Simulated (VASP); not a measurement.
A run of VASP 6.6.1 is set up as follows.

File INCAR:

```
PREC = Accurate
ENCUT = 520
EDIFF = 1E-6
ISMEAR = -1
SIGMA = 0.05
LREAL = F
LASPH = T
NELM = 60
ALGO = Normal
ISIF = 2
LWAVE = F
LCHARG = F
GGA = PS
NBANDS = 16
```

KPOINTS

```
Automatic mesh
0
Gamma
  10 10 11
```

The input POSCAR:

```
AlSn
1.0
    3.6365632526      0.0000000000      0.0000000000
   -1.8182816263      3.1493561592      0.0000000000
    0.0000000000      0.0000000000      2.8645201868
Al Sn
1 1
Direct
    0.0000000000      0.0000000000      0.0000000000
    0.3333333333      0.6666666667      0.5000000000
```

Potentials or basis: VASP PAW PBE potentials, release 64 (Al, Sn_d).

Command:

```console
$ cat potpaw_PBE.64/Al/POTCAR potpaw_PBE.64/Sn_d/POTCAR > POTCAR
$ mpirun -np 1 vasp_std > vasp.out
```

Q: What does it give for the band gap on the k mesh?

A: Zero (an odd number of electrons rules out a gap without spin polarisation).

Q: What does it give for the pressure?

A: 52.0 GPa.

Stress tensor (GPa, compression positive):
```
49.29  0.00  0.00
 0.00 49.29  0.00
 0.00  0.00 57.50
```

Caveat: the stress differs along the axes, from 49 to 57 GPa; the PAW data sets were made with another functional, which shifts forces and pressure a little; spin-orbit coupling is left out, which moves the levels of the heavy elements.
